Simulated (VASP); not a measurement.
# As2I (P4/nmm) in VASP: single point with r2SCAN

Aim: the single point of As2I with r2SCAN.

Program: VASP 6.6.1. These are calculated values, not measurements. Logs are shortened: lines on timing, memory, paths and dates and some standing lists are left out, and cuts for length are marked.

### Step 1. The cell of the first run

Symmetry: P4/nmm, No. 129, tetragonal system. The conventional cell has a = 4.305 Å, b = 4.305 Å, c = 8.817 Å, α = 90.00°, β = 90.00°, γ = 90.00°. As (site symmetry 4mm) has 4 As at 2.62 Å and 4 I at 3.39 Å within 3.5 Å. As (site symmetry -4m2) has 8 As at 2.62 to 3.04 Å within 3.5 Å. Within 4.5 Å of I (site symmetry 4mm) lie 10 As at 3.39 to 4.49 Å and 8 I at 4.15 to 4.31 Å.

### Step 2. Single point, r2SCAN

Contents of POSCAR:

```
As2I
1.0
    4.3050280000      0.0000000000      0.0000000000
    0.0000000000      4.3050280000      0.0000000000
    0.0000000000      0.0000000000      8.8172790000
As I
4 2
Direct
    0.0000000000      0.5000000000      0.1699511263
    0.5000000000      0.0000000000      0.8300488737
    0.0000000000      0.0000000000      0.0000000000
    0.5000000000      0.5000000000      0.0000000000
    0.0000000000      0.5000000000      0.6603299138
    0.5000000000      0.0000000000      0.3396700862
```

Contents of INCAR.step1:

```
  ALGO = Normal
  EDIFF = 1E-4
  ENCUT = 520
  GGA = PE
  ISMEAR = -1
  LASPH = True
  LCHARG = False
  LREAL = False
  LWAVE = True
  NBANDS = 26
  NELM = 80
  PREC = Accurate
  SIGMA = 0.1
```

Contents of INCAR.step2:

```
  ALGO = Normal
  EDIFF = 1E-6
  ENCUT = 520
  ISIF = 2
  ISMEAR = -1
  ISTART = 1
  LASPH = True
  LCHARG = False
  LMIXTAU = True
  LREAL = False
  LWAVE = False
  METAGGA = R2SCAN
  NBANDS = 26
  NELM = 80
  PREC = Accurate
  SIGMA = 0.1
```

Contents of KPOINTS:

```
k-points
0
Gamma
  8 8 4
```

Potentials or basis: VASP PAW PBE potentials, release 64 (As, I).

The run is started by

```sh
cat potpaw_PBE.64/As/POTCAR potpaw_PBE.64/I/POTCAR > POTCAR
cp INCAR.step1 INCAR
mpirun -np 1 vasp_std > vasp.out
cp INCAR.step2 INCAR
mpirun -np 1 vasp_std > vasp.out
```

OUTCAR:

```text
EDIFF = 1E-6
   ENCUT = 520
   ISIF = 2
   ISMEAR = -1
   ISTART = 1
   LASPH = True
   LREAL = False
   METAGGA = R2SCAN
   NELM = 80
   PREC = Accurate

 ion  position               nearest neighbor table
   1  0.000  0.500  0.170-   3 2.62   4 2.62   3 2.62   4 2.62
   2  0.500  0.000  0.830-   3 2.62   4 2.62   4 2.62   3 2.62
   3  0.000  0.000  0.000-   1 2.62   2 2.62   1 2.62   2 2.62
   4  0.500  0.500  0.000-   1 2.62   2 2.62   2 2.62   1 2.62
   5  0.000  0.500  0.660-
   6  0.500  0.000  0.340-

  LATTYP: Found a simple tetragonal cell.
 ALAT       =     4.3050280000
 C/A-ratio  =     2.0481351109

  Lattice vectors:

 A1 = (   4.3050280000,   0.0000000000,   0.0000000000)
 A2 = (   0.0000000000,   4.3050280000,   0.0000000000)
 A3 = (   0.0000000000,   0.0000000000,   8.8172790000)

Analysis of symmetry for initial positions (statically):
=====================================================================
 Subroutine PRICEL returns:
 Original cell was already a primitive cell.

 Routine SETGRP: Setting up the symmetry group for a
 simple tetragonal supercell.

 Subroutine GETGRP returns: Found 16 space group operations
 (whereof  8 operations were pure point group operations)
 out of a pool of 16 trial point group operations.

The static configuration has the point symmetry D_2d.
 The point group associated with its full space group is D_4h.

Analysis of symmetry for dynamics (positions and initial velocities):
=====================================================================
 Subroutine PRICEL returns:
 Original cell was already a primitive cell.

 Routine SETGRP: Setting up the symmetry group for a
 simple tetragonal supercell.

 Subroutine GETGRP returns: Found 16 space group operations
 (whereof  8 operations were pure point group operations)
 out of a pool of 16 trial point group operations.

The dynamic configuration has the point symmetry D_2d.
 The point group associated with its full space group is D_4h.

 Subroutine INISYM returns: Found 16 space group operations
 (whereof  8 operations are pure point group operations),
 and found     1 'primitive' translations

----------------------------------------------------------------------------------------

                                     Primitive cell

  volume of cell :     163.4130

  direct lattice vectors                    reciprocal lattice vectors
     4.305028000  0.000000000  0.000000000     0.232286526  0.000000000  0.000000000
     0.000000000  4.305028000  0.000000000     0.000000000  0.232286526  0.000000000
     0.000000000  0.000000000  8.817279000     0.000000000  0.000000000  0.113413673

  length of vectors
     4.305028000  4.305028000  8.817279000     0.232286526  0.232286526  0.113413673

  position of ions in fractional coordinates (direct lattice)
     0.000000000  0.500000000  0.169951126
     0.500000000  0.000000000  0.830048874
     0.000000000  0.000000000  0.000000000
     0.500000000  0.500000000  0.000000000
     0.000000000  0.500000000  0.660329914
     0.500000000  0.000000000  0.339670086

  ion indices of the primitive-cell ions
   primitive index   ion index
                 1           1
                 2           2
                 3           3
                 4           4
                 5           5
                 6           6

----------------------------------------------------------------------------------------

 KPOINTS: k-points

Automatic generation of k-mesh.
 Grid dimensions read from file:
 generate k-points for:    8    8    4

 Generating k-lattice:

  Cartesian coordinates                     Fractional coordinates (reciprocal lattice)
     0.029035816  0.000000000  0.000000000     0.125000000  0.000000000  0.000000000
     0.000000000  0.029035816  0.000000000     0.000000000  0.125000000  0.000000000
     0.000000000  0.000000000  0.028353418     0.000000000  0.000000000  0.250000000

  Length of vectors
     0.029035816  0.029035816  0.028353418

  Shift w.r.t. Gamma in fractional coordinates (k-lattice)
     0.000000000  0.000000000  0.000000000

 Subroutine IBZKPT returns following result:
 ===========================================

 Found     45 irreducible k-points:

 Following reciprocal coordinates:
            Coordinates               Weight
  0.000000  0.000000  0.000000      1.000000
  0.125000  0.000000  0.000000      4.000000
  0.250000  0.000000  0.000000      4.000000
  0.375000  0.000000  0.000000      4.000000
  0.500000  0.000000  0.000000      2.000000
  0.125000  0.125000  0.000000      4.000000
[... 16 lines left out ...]
  0.375000  0.125000  0.250000     16.000000
  0.500000  0.125000  0.250000      8.000000
 [... further k-points ...]
   k-points           NKPTS =     45   k-points in BZ     NKDIM =     45   number of bands    NBANDS=     26
   number of dos      NEDOS =    301   number of ions     NIONS =      6
   total plane-waves  NPLWV =  71680
   dimension x,y,z NGX =    32 NGY =   32 NGZ =   70
   dimension x,y,z NGXF=    64 NGYF=   64 NGZF=  140
   ions per type =               4   2
   NGX,Y,Z   is equivalent  to a cutoff of  12.36, 12.36, 13.20 a.u.
   NGXF,Y,Z  is equivalent  to a cutoff of  24.71, 24.71, 26.40 a.u.
 SYSTEM =  unknown system
   PREC   = accura    normal or accurate (medium, high low for compatibility)
   ISTART =      1    job   : 0-new  1-cont  2-samecut
   ICHARG =      0    charge: 1-file 2-atom 10-const
   ISPIN  =      1    spin polarized calculation?
   LNONCOLLINEAR =      F non collinear calculations
   LSORBIT =      F    spin-orbit coupling
   LASPH  =      T    aspherical Exc in radial PAW
   ENCUT  =  520.0 eV  38.22 Ry    6.18 a.u.   8.00  8.00 16.39*2*pi/ulx,y,z
   NELM   =     80;   NELMIN=  2; NELMDL=  0     # of ELM steps
   EDIFF  = 0.1E-05   stopping-criterion for ELM
   LREAL  =      F    real-space projection
   EDIFFG = 0.1E-04   stopping-criterion for IOM
   NSW    =      0    number of steps for IOM
   IBRION =     -1    ionic relax: 0-MD 1-quasi-New 2-CG
   NFREE  =      0    steps in history (QN), initial steepest desc. (CG)
   ISIF   =      2    stress and relaxation
   ISYM   =      2    0-nonsym 1-usesym 2-fastsym
   POTIM  = 0.5000    time-step for ionic-motion
   TEBEG  =    0.0;   TEEND  =   0.0 temperature during run
   PSTRESS=    0.0 pullay stress
   NELECT =      34.0000    total number of electrons
   NUPDOWN=      -1.0000    fix difference up-down
   EMIN   =  10.00;   EMAX   =-10.00  energy-range for DOS
   EFERMI =   0.00;   METHOD = LEGACY
   ISMEAR =    -1;   SIGMA  =   0.10  broadening in eV -4-tet -1-fermi 0-gaus
   EFERMI_NEDOS =   21; number of points for ismear=-14 and -15
   IALGO  =     38    algorithm
   IMIX   =      4    mixing-type and parameters
     AMIX     =   0.40;   BMIX     =  1.00
     AMIX_MAG =   1.60;   BMIX_MAG =  1.00
  volume/ion in A,a.u.               =      27.24       183.79
  Fermi-wavevector in a.u.,A,eV,Ry     =   0.970076  1.833177 12.803720  0.941047
  Thomas-Fermi vector in A             =   2.100181
   LORBIT       =      0    0 simple, 1 ext, 2 COOP (PROOUT), +10 PAW based schemes
   METAGGA = R2SCAN    functional components
   LHFCALC =     F    Hartree Fock is set to
   AEXX    =    0.0000 exact exchange contribution
   IVDW    =     0    specifies the selected vdW correction
   LEPSILON=     F    determine dielectric tensor
   LRPA    =     F    only Hartree local field effects (RPA)
 non-spin polarized calculation
  energy-cutoff  :      520.00
  volume of cell :      163.41
 maximum number of plane-waves:      4512
   NGX = 17   NGY = 17   NGZ = 33

 number of electron      34.0000006 magnetization

 Free energy of the ion-electron system (eV)
  ---------------------------------------------------
  ext. energy  EPLUGINS =         0.00000000
  ---------------------------------------------------
  free energy    TOTEN  =      -106.81444507 eV

  energy without entropy =     -106.74315604  energy(sigma->0) =     -106.77880055

 E-fermi :   3.9402     XC(G=0):  -9.6994

 val. band max:        3.9227328194   @ k =   0.5000   0.1250   0.5000
 cond. band min:       3.9987138390   @ k =   0.2500   0.0000   0.5000
 fundamental gap:      0.0759810196
 Fermi energy:         3.9401783109

 k-point     1 :       0.0000    0.0000    0.0000
  band No.  band energies     occupation
      1     -11.5646      2.00000
      2      -8.7610      2.00000
      3      -8.2218      2.00000
      4      -6.8626      2.00000
      5      -5.3544      2.00000
      6      -3.4344      2.00000
[... 18 lines left out ...]
     25       9.8971      0.00000
     26      10.4872      0.00000

 k-point     2 :       0.1250    0.0000    0.0000
  band No.  band energies     occupation
      1     -11.4450      2.00000
      2      -8.6938      2.00000
      3      -8.1831      2.00000
      4      -7.0044      2.00000
      5      -5.6925      2.00000
      6      -3.6427      2.00000
[... 18 lines left out ...]
     25      10.3179      0.00000
     26      11.2246      0.00000

 k-point     3 :       0.2500    0.0000    0.0000
  band No.  band energies     occupation
      1     -11.0887      2.00000
      2      -8.5392      2.00000
      3      -8.0874      2.00000
      4      -7.6280      2.00000
      5      -5.9731      2.00000
      6      -4.1993      2.00000
[... 572 lines left out ...]
 k-point    23 :       0.3750    0.1250    0.2500
  band No.  band energies     occupation
      1     -10.3837      2.00000
      2      -8.7141      2.00000
      3      -8.1503      2.00000
      4      -7.8842      2.00000
      5      -6.1203      2.00000
      6      -5.0333      2.00000
[... 18 lines left out ...]
     25      11.2409      0.00000
     26      11.5408      0.00000

 k-point    24 :       0.5000    0.1250    0.2500
  band No.  band energies     occupation
      1      -9.6002      2.00000
      2      -9.6002      2.00000
      3      -7.9818      2.00000
      4      -7.9818      2.00000
      5      -5.6640      2.00000
      6      -5.6640      2.00000
[... 18 lines left out ...]
     25      11.4254      0.00000
     26      11.4254      0.00000

 [... further k-points ...]

------------------------ aborting loop because EDIFF is reached ----------------------------------------

  FORCE on cell =-STRESS in cart. coord.  units (eV):
  Direction    XX          YY          ZZ          XY          YZ          ZX
  --------------------------------------------------------------------------------------
  -------------------------------------------------------------------------------------
  Total        2.1700898      2.1700898      0.2388038      0.0000000      0.0000000      0.0000000
  in kB       21.2765759     21.2765759      2.3413439      0.0000000      0.0000000      0.0000000
  external PRESSURE =      14.9648319 kB  Pullay stress =       0.0000000 kB

 VOLUME and BASIS-vectors are now :
 -----------------------------------------------------------------------------
  energy-cutoff  :      520.00
  volume of cell :      163.41
      direct lattice vectors                 reciprocal lattice vectors
     4.305028000  0.000000000  0.000000000     0.232286526  0.000000000  0.000000000
     0.000000000  4.305028000  0.000000000     0.000000000  0.232286526  0.000000000
     0.000000000  0.000000000  8.817279000     0.000000000  0.000000000  0.113413673

 POSITION                                       TOTAL-FORCE (eV/Angst)
 -----------------------------------------------------------------------------------
      0.00000      2.15251      1.49851         0.000000     -0.000000      0.011070
      2.15251      0.00000      7.31877        -0.000000     -0.000000     -0.011070
      0.00000      0.00000      0.00000        -0.000000      0.000000      0.000000
      2.15251      2.15251      0.00000        -0.000000     -0.000000      0.000000
      0.00000      2.15251      5.82231        -0.000000      0.000000     -0.004074
      2.15251      0.00000      2.99497         0.000000     -0.000000      0.004074
 -----------------------------------------------------------------------------------
    total drift:                                0.000000     -0.000000     -0.000000

  FREE ENERGIE OF THE ION-ELECTRON SYSTEM (eV)
  ---------------------------------------------------
  free  energy   TOTEN  =      -106.8144450685 eV

  energy  without entropy=     -106.7431560393  energy(sigma->0) =     -106.77880055
```

It took 3.5 min on 1 thread of Intel Xeon 6975P-C (Granite Rapids), shared host; peak memory 0.39 GiB.

What came out:

| Item | Value |
| --- | --- |
| Free energy | -106.8144 eV |
| Pressure | 1.5 GPa |
| Largest force | 0.011 eV/Å |
| Band gap on the k mesh | zero (bands 17 and 18 overlap by 3.27 eV) |

Forces on the atoms (eV/Å):
```
As   0.000  0.000  0.011
As   0.000  0.000 -0.011
As   0.000  0.000  0.000
As   0.000  0.000  0.000
I    0.000  0.000 -0.004
I    0.000  0.000  0.004
```

Stress tensor (GPa, compression positive):
```
2.13 0.00 0.00
0.00 2.13 0.00
0.00 0.00 0.23
```

Caveat: the PAW data sets were made with another functional, which shifts forces and pressure a little; spin-orbit coupling is left out, which moves the levels of the heavy elements.
